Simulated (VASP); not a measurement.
# S (P4_2/mnm) in VASP: settings compared

Aim: see how the results for S move with the level of theory and the settings. Levels: LDA, BLYP, PBEsol. Tasks: single point.

All numbers are computed with VASP 6.6.1; they aren't measurements. Logs are shortened: lines on timing, memory, paths and dates and some standing lists are left out, and cuts for length are marked.

## (1) The cell of the first run

It takes space group P4_2/mnm (No. 136, tetragonal). Conventional cell: a = 5.678 Å, b = 5.678 Å, c = 2.950 Å, α = 90.00°, β = 90.00°, γ = 90.00°. S (site symmetry m2m) has 1 S at 1.87 Å within 2.5 Å.

## (2) Single point, LDA

Input file INCAR:

```
PREC = Accurate
ENCUT = 520
EDIFF = 1E-7
ISMEAR = -1
SIGMA = 0.1
LREAL = False
LASPH = True
NELM = 100
ALGO = Normal
ISIF = 2
LWAVE = False
LCHARG = False
NBANDS = 20
```

Input file KPOINTS:

```
Automatic mesh
0
Gamma
  3 3 6
```

Input file POSCAR:

```
S
1.0
    5.6780537900      0.0000000000      0.0000000000
    0.0000000000      5.6780537900      0.0000000000
    0.0000000000      0.0000000000      2.9496155800
S
4
Direct
    0.8833913794      0.8833913794      0.5000000000
    0.1166086206      0.1166086206      0.5000000000
    0.3833913803      0.6166086197      0.0000000000
    0.6166086197      0.3833913803      0.0000000000
```

Potentials or basis: VASP PAW LDA potentials, release 64 (S).

Run with:

```
cat potpaw_LDA.64/S/POTCAR > POTCAR
mpirun -np 1 vasp_std > vasp.out
```

OUTCAR:

```text
PREC = Accurate
   ENCUT = 520
   EDIFF = 1E-7
   ISMEAR = -1
   LREAL = False
   LASPH = True
   NELM = 100
   ISIF = 2

 ion  position               nearest neighbor table
   1  0.883  0.883  0.500-   2 1.87
   2  0.117  0.117  0.500-   1 1.87
   3  0.383  0.617  0.000-   4 1.87
   4  0.617  0.383  0.000-   3 1.87

  LATTYP: Found a simple tetragonal cell.
 ALAT       =     5.6780537900
 C/A-ratio  =     0.5194765124

  Lattice vectors:

 A1 = (   5.6780537900,   0.0000000000,   0.0000000000)
 A2 = (   0.0000000000,   5.6780537900,   0.0000000000)
 A3 = (   0.0000000000,   0.0000000000,   2.9496155800)

Analysis of symmetry for initial positions (statically):
=====================================================================
 Subroutine PRICEL returns:
 Original cell was already a primitive cell.

 Routine SETGRP: Setting up the symmetry group for a
 simple tetragonal supercell.

 Subroutine GETGRP returns: Found 16 space group operations
 (whereof  8 operations were pure point group operations)
 out of a pool of 16 trial point group operations.

The static configuration has the point symmetry D_2h.
 The point group associated with its full space group is D_4h.

Analysis of symmetry for dynamics (positions and initial velocities):
=====================================================================
 Subroutine PRICEL returns:
 Original cell was already a primitive cell.

 Routine SETGRP: Setting up the symmetry group for a
 simple tetragonal supercell.

 Subroutine GETGRP returns: Found 16 space group operations
 (whereof  8 operations were pure point group operations)
 out of a pool of 16 trial point group operations.

The dynamic configuration has the point symmetry D_2h.
 The point group associated with its full space group is D_4h.

 Subroutine INISYM returns: Found 16 space group operations
 (whereof  8 operations are pure point group operations),
 and found     1 'primitive' translations

----------------------------------------------------------------------------------------

                                     Primitive cell

  volume of cell :      95.0965

  direct lattice vectors                    reciprocal lattice vectors
     5.678053790  0.000000000  0.000000000     0.176116683  0.000000000  0.000000000
     0.000000000  5.678053790  0.000000000     0.000000000  0.176116683  0.000000000
     0.000000000  0.000000000  2.949615580     0.000000000  0.000000000  0.339027230

  length of vectors
     5.678053790  5.678053790  2.949615580     0.176116683  0.176116683  0.339027230

  position of ions in fractional coordinates (direct lattice)
     0.883391379  0.883391379  0.500000000
     0.116608621  0.116608621  0.500000000
     0.383391380  0.616608620  0.000000000
     0.616608620  0.383391380  0.000000000

  ion indices of the primitive-cell ions
   primitive index   ion index
                 1           1
                 2           2
                 3           3
                 4           4

----------------------------------------------------------------------------------------

 KPOINTS: Automatic mesh

Automatic generation of k-mesh.
 Grid dimensions read from file:
 generate k-points for:    3    3    6

 Generating k-lattice:

  Cartesian coordinates                     Fractional coordinates (reciprocal lattice)
     0.058705561  0.000000000  0.000000000     0.333333333  0.000000000  0.000000000
     0.000000000  0.058705561  0.000000000     0.000000000  0.333333333  0.000000000
     0.000000000  0.000000000  0.056504538     0.000000000  0.000000000  0.166666667

  Length of vectors
     0.058705561  0.058705561  0.056504538

  Shift w.r.t. Gamma in fractional coordinates (k-lattice)
     0.000000000  0.000000000  0.000000000

 Subroutine IBZKPT returns following result:
 ===========================================

 Found     12 irreducible k-points:

 Following reciprocal coordinates:
            Coordinates               Weight
  0.000000  0.000000  0.000000      1.000000
  0.333333  0.000000  0.000000      4.000000
  0.333333  0.333333  0.000000      4.000000
  0.000000  0.000000  0.166667      2.000000
  0.333333  0.000000  0.166667      8.000000
  0.333333  0.333333  0.166667      8.000000
  0.000000  0.000000  0.333333      2.000000
  0.333333  0.000000  0.333333      8.000000
  0.333333  0.333333  0.333333      8.000000
  0.000000  0.000000  0.500000      1.000000
  0.333333  0.000000  0.500000      4.000000
  0.333333  0.333333  0.500000      4.000000
   k-points           NKPTS =     12   k-points in BZ     NKDIM =     12   number of bands    NBANDS=     20
   number of dos      NEDOS =    301   number of ions     NIONS =      4
   total plane-waves  NPLWV =  42336
   dimension x,y,z NGX =    42 NGY =   42 NGZ =   24
   dimension x,y,z NGXF=    84 NGYF=   84 NGZF=   48
   ions per type =               4
   NGX,Y,Z   is equivalent  to a cutoff of  12.30, 12.30, 13.53 a.u.
   NGXF,Y,Z  is equivalent  to a cutoff of  24.59, 24.59, 27.05 a.u.
 SYSTEM =  unknown system
   PREC   = accura    normal or accurate (medium, high low for compatibility)
   ISTART =      0    job   : 0-new  1-cont  2-samecut
   ICHARG =      2    charge: 1-file 2-atom 10-const
   ISPIN  =      1    spin polarized calculation?
   LNONCOLLINEAR =      F non collinear calculations
   LSORBIT =      F    spin-orbit coupling
   LASPH  =      T    aspherical Exc in radial PAW
   ENCUT  =  520.0 eV  38.22 Ry    6.18 a.u.  10.56 10.56  5.48*2*pi/ulx,y,z
   NELM   =    100;   NELMIN=  2; NELMDL= -5     # of ELM steps
   EDIFF  = 0.1E-06   stopping-criterion for ELM
   LREAL  =      F    real-space projection
   EDIFFG = 0.1E-05   stopping-criterion for IOM
   NSW    =      0    number of steps for IOM
   IBRION =     -1    ionic relax: 0-MD 1-quasi-New 2-CG
   NFREE  =      0    steps in history (QN), initial steepest desc. (CG)
   ISIF   =      2    stress and relaxation
   ISYM   =      2    0-nonsym 1-usesym 2-fastsym
   POTIM  = 0.5000    time-step for ionic-motion
   TEBEG  =    0.0;   TEEND  =   0.0 temperature during run
   PSTRESS=    0.0 pullay stress
   NELECT =      24.0000    total number of electrons
   NUPDOWN=      -1.0000    fix difference up-down
   EMIN   =  10.00;   EMAX   =-10.00  energy-range for DOS
   EFERMI =   0.00;   METHOD = LEGACY
   ISMEAR =    -1;   SIGMA  =   0.10  broadening in eV -4-tet -1-fermi 0-gaus
   EFERMI_NEDOS =   21; number of points for ismear=-14 and -15
   IALGO  =     38    algorithm
   IMIX   =      4    mixing-type and parameters
     AMIX     =   0.40;   BMIX     =  1.00
     AMIX_MAG =   1.60;   BMIX_MAG =  1.00
  volume/ion in A,a.u.               =      23.77       160.44
  Fermi-wavevector in a.u.,A,eV,Ry     =   1.034563  1.955041 14.562607  1.070321
  Thomas-Fermi vector in A             =   2.168865
   LORBIT       =      0    0 simple, 1 ext, 2 COOP (PROOUT), +10 PAW based schemes
   GGA     = CA    functional components
   LHFCALC =     F    Hartree Fock is set to
   AEXX    =    0.0000 exact exchange contribution
   IVDW    =     0    specifies the selected vdW correction
   LEPSILON=     F    determine dielectric tensor
   LRPA    =     F    only Hartree local field effects (RPA)
 non-spin polarized calculation
  energy-cutoff  :      520.00
  volume of cell :       95.10
 maximum number of plane-waves:      2595
 NGX is ok and might be reduce to    42
   NGX = 21   NGY = 21   NGZ = 11

 number of electron      23.9999999 magnetization

 Free energy of the ion-electron system (eV)
  ---------------------------------------------------
  ext. energy  EPLUGINS =         0.00000000
  ---------------------------------------------------
  free energy    TOTEN  =       -17.62415971 eV

  energy without entropy =      -17.54331262  energy(sigma->0) =      -17.58373616

 E-fermi :   2.9808     XC(G=0):  -9.1858

 val. band max:        2.9778504473   @ k =   0.0000   0.0000   0.5000
 cond. band min:       3.0045728705   @ k =   0.3333   0.3333   0.1667
 fundamental gap:      0.0267224232
 Fermi energy:         2.9808193635

 k-point     1 :       0.0000    0.0000    0.0000
  band No.  band energies     occupation
      1     -13.6626      2.00000
      2     -13.0957      2.00000
      3      -7.7846      2.00000
      4      -7.7846      2.00000
      5      -2.5575      2.00000
      6      -2.0462      2.00000
[... 12 lines left out ...]
     19      10.5821      0.00000
     20      11.0042      0.00000

 k-point     2 :       0.3333    0.0000    0.0000
  band No.  band energies     occupation
      1     -13.5278      2.00000
      2     -13.2446      2.00000
      3      -7.7688      2.00000
      4      -7.7642      2.00000
      5      -3.0515      2.00000
      6      -2.8733      2.00000
[... 12 lines left out ...]
     19      10.7213      0.00000
     20      11.0168      0.00000

 k-point     3 :       0.3333    0.3333    0.0000
  band No.  band energies     occupation
      1     -13.4493      2.00000
      2     -13.3066      2.00000
      3      -7.8882      2.00000
      4      -7.8202      2.00000
      5      -2.9146      2.00000
      6      -2.1986      2.00000
[... 12 lines left out ...]
     19       9.7288      0.00000
     20      10.3316      0.00000

 k-point     4 :       0.0000    0.0000    0.1667
  band No.  band energies     occupation
      1     -13.4172      2.00000
      2     -12.8984      2.00000
      3      -7.5073      2.00000
      4      -7.5073      2.00000
      5      -2.4708      2.00000
      6      -1.8379      2.00000
[... 153 lines left out ...]
 k-point    11 :       0.3333    0.0000    0.5000
  band No.  band energies     occupation
      1     -12.3476      2.00000
      2     -12.3476      2.00000
      3      -6.4538      2.00000
      4      -6.4538      2.00000
      5      -3.1841      2.00000
      6      -3.1841      2.00000
[... 12 lines left out ...]
     19      10.0071      0.00000
     20      10.0071      0.00000

 k-point    12 :       0.3333    0.3333    0.5000
  band No.  band energies     occupation
      1     -12.3423      2.00000
      2     -12.3420      2.00000
      3      -6.4806      2.00000
      4      -6.4584      2.00000
      5      -3.3211      2.00000
      6      -3.1158      2.00000
[... 12 lines left out ...]
     19       9.9900      0.00000
     20      10.8053      0.00000

------------------------ aborting loop because EDIFF is reached ----------------------------------------

  FORCE on cell =-STRESS in cart. coord.  units (eV):
  Direction    XX          YY          ZZ          XY          YZ          ZX
  --------------------------------------------------------------------------------------
  -------------------------------------------------------------------------------------
  Total       -0.9436750     -0.9436750     -2.1006913      0.0000000      0.0000000      0.0000000
  in kB      -15.8989568    -15.8989568    -35.3922676      0.0000000      0.0000000      0.0000000
  external PRESSURE =     -22.3967271 kB  Pullay stress =       0.0000000 kB

 VOLUME and BASIS-vectors are now :
 -----------------------------------------------------------------------------
  energy-cutoff  :      520.00
  volume of cell :       95.10
      direct lattice vectors                 reciprocal lattice vectors
     5.678053790  0.000000000  0.000000000     0.176116683  0.000000000  0.000000000
     0.000000000  5.678053790  0.000000000     0.000000000  0.176116683  0.000000000
     0.000000000  0.000000000  2.949615580     0.000000000  0.000000000  0.339027230

 POSITION                                       TOTAL-FORCE (eV/Angst)
 -----------------------------------------------------------------------------------
      5.01594      5.01594      1.47481        -0.217439     -0.217439      0.000000
      0.66211      0.66211      1.47481         0.217439      0.217439     -0.000000
      2.17692      3.50114      0.00000        -0.217439      0.217439      0.000000
      3.50114      2.17692      0.00000         0.217439     -0.217439      0.000000
 -----------------------------------------------------------------------------------
    total drift:                               -0.000001     -0.000001     -0.000000

  FREE ENERGIE OF THE ION-ELECTRON SYSTEM (eV)
  ---------------------------------------------------
  free  energy   TOTEN  =       -17.6241597061 eV

  energy  without entropy=      -17.5433126157  energy(sigma->0) =      -17.58373616
```

It took 7.1 s on 1 thread of Intel Xeon 6975P-C (Granite Rapids), shared host; peak memory 0.16 GiB.

Results:

```
Free energy            : -17.6242 eV
Pressure               : -2.2 GPa
Largest force          : 0.308 eV/Å
Band gap on the k mesh : zero (band 12 reaches 3.92 eV, above the bottom of band 13 at 1.88 eV)
```

Forces in eV/Å, atoms in the order of the input:
```
S   -0.217 -0.217  0.000
S    0.217  0.217  0.000
S   -0.217  0.217  0.000
S    0.217 -0.217  0.000
```

Stress tensor (GPa, compression positive):
```
-1.59  0.00  0.00
 0.00 -1.59  0.00
 0.00  0.00 -3.54
```

Caveat: the k points lie up to 0.37 Å⁻¹ apart.

## (3) Single point, BLYP

Input file INCAR:

```
AGGAC = 1.0
AGGAX = 1.0
ALDAC = 0.0
ALDAX = 1.0
ALGO = Normal
EDIFF = 1E-6
ENCUT = 520
GGA = B5
ISIF = 2
ISMEAR = -1
LASPH = True
LCHARG = False
LREAL = False
LWAVE = False
NBANDS = 20
NELM = 80
PREC = Accurate
SIGMA = 0.1
```

Input file KPOINTS:

```
k-points
0
Gamma
  3 3 6
```

POSCAR is that of step 2.

Potentials or basis: VASP PAW PBE potentials, release 64 (S).

Run with:

```
cat potpaw_PBE.64/S/POTCAR > POTCAR
mpirun -np 1 vasp_std > vasp.out
```

Wall time 14 s (1 thread of Intel Xeon 6975P-C (Granite Rapids), shared host); peak memory 0.19 GiB.

It converged, with:

| Quantity | Value |
| --- | --- |
| Free energy | -13.2989 eV |
| Pressure | 5.1 GPa |
| Largest force | 0.770 eV/Å |
| Band gap on the k mesh | zero (band 12 reaches 4.35 eV, above the bottom of band 13 at 2.40 eV) |

Forces in eV/Å, atoms in the order of the input:
```
S   -0.544 -0.544  0.000
S    0.544  0.544  0.000
S   -0.544  0.544  0.000
S    0.544 -0.544  0.000
```

Stress tensor (GPa, compression positive):
```
5.31 0.00 0.00
0.00 5.31 0.00
0.00 0.00 4.61
```

Levels at points of the mesh, in eV from the Fermi level:
| k point | band 8 | band 9 | band 10 | band 11 | band 12 | band 13 | band 14 | band 15 | band 16 | band 17 |
| --- | --- | --- | --- | --- | --- | --- | --- | --- | --- | --- |
| (0.00, 0.00, 0.00) | -4.33 | -2.39 | -1.21 | -0.72 | 0.84 | 2.63 | 2.63 | 4.68 | 4.68 | 6.13 |
| (0.00, 0.00, 0.50) | -4.00 | -3.53 | -3.53 | -1.88 | -1.88 | 0.02 | 0.02 | 4.08 | 4.08 | 5.80 |

Caveat: the k points lie up to 0.37 Å⁻¹ apart; the PAW data sets were made with another functional, which shifts forces and pressure a little.

## (4) Single point, PBEsol

Input file INCAR:

```
SYSTEM = S
PREC = Accurate ; ENCUT = 520
EDIFF = 1E-6 ; ISMEAR = -1
SIGMA = 0.1 ; LREAL = .False.
LASPH = .True. ; NELM = 100
ALGO = Normal ; ISIF = 2
LWAVE = .False. ; LCHARG = .False.
GGA = PS ; NBANDS = 20
```

Input file KPOINTS:

```
regular mesh
0
Gamma
  3 3 6
  0 0 0
```

POSCAR is that of step 3.

Run with:

```
cat potpaw_PBE.64/S/POTCAR > POTCAR
mpirun -np 1 vasp_std > vasp.out
```

Run time: 7.5 s. Hardware: 1 thread of Intel Xeon 6975P-C (Granite Rapids), shared host; peak memory 0.19 GiB.

Results (log left out):

```
Free energy            : -16.4736 eV
Pressure               : -0.4 GPa
Largest force          : 0.533 eV/Å
Band gap on the k mesh : zero (band 12 reaches 4.01 eV, above the bottom of band 13 at 1.98 eV)
```

Forces in eV/Å, atoms in the order of the input:
```
S   -0.377 -0.377  0.000
S    0.377  0.377  0.000
S   -0.377  0.377  0.000
S    0.377 -0.377  0.000
```

Stress tensor (GPa, compression positive):
```
 0.37  0.00  0.00
 0.00  0.37  0.00
 0.00  0.00 -2.09
```

Levels at points of the mesh, in eV from the Fermi level:
| k point | band 8 | band 9 | band 10 | band 11 | band 12 | band 13 | band 14 | band 15 | band 16 | band 17 |
| --- | --- | --- | --- | --- | --- | --- | --- | --- | --- | --- |
| (0.00, 0.00, 0.00) | -4.44 | -2.50 | -1.24 | -0.74 | 0.87 | 2.69 | 2.69 | 4.63 | 4.63 | 5.83 |
| (0.00, 0.00, 0.50) | -4.00 | -3.62 | -3.62 | -1.93 | -1.93 | 0.00 | 0.00 | 3.91 | 3.91 | 5.48 |

Caveat: the k points lie up to 0.37 Å⁻¹ apart; the PAW data sets were made with another functional, which shifts forces and pressure a little.

## (5) Overview

```csv
level,potentials or basis,gap on the mesh (eV),pressure (GPa),largest force (eV/Å)
LDA,"VASP PAW LDA potentials, release 64 (S)",none,-2.2,0.31
BLYP,"VASP PAW PBE potentials, release 64 (S)",none,5.1,0.77
PBEsol,"VASP PAW PBE potentials, release 64 (S)",none,-0.4,0.53
```

Alike in all rows: task single point; no spin polarisation; cell as given; k mesh 3 × 3 × 6; cutoff (eV) 520; smearing fermi-dirac 0.1 eV.

Caveats: all runs use coarse meshes; the PAW data sets were made with another functional, which shifts forces and pressure a little (some runs).

Total energies depend on the potentials used, so only differences within one code and one set of settings carry meaning.
